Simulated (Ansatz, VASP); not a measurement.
**One calculation of GaP, two programs**

```xyz
2
Lattice="0.0000 2.7254 2.7254 2.7254 0.0000 2.7254 2.7254 2.7254 0.0000" Properties=species:S:1:pos:R:3 pbc="T T T"
Ga    0.0000    0.0000    0.0000
P     1.3627    1.3627    1.3627
```

Alike in both runs: task single point; functional r2SCAN; k mesh 6 × 6 × 6; no spin polarisation.

|  | VASP | Ansatz |
| --- | --- | --- |
| version | VASP 6.6.1 | Ansatz 0.2.0 |
| potentials or method | VASP PAW PBE potentials, release 64 (Ga_d, P) | plane waves, PAW |
| plane-wave cutoff (eV) | 520 | 500 |
| occupations | gaussian, width 0.01 eV | fixed |
| valence electrons in the cell | 18 | 18 |

|  | VASP | Ansatz | Ansatz less VASP |
| --- | --- | --- | --- |
| gap on the k mesh at the Fermi level (eV) | 1.91 | 1.90 | -0.005 |
| pressure (GPa) | 0.0 | 0.1 | +0.05 |

VASP's potentials were made for PBE, not for r2SCAN.
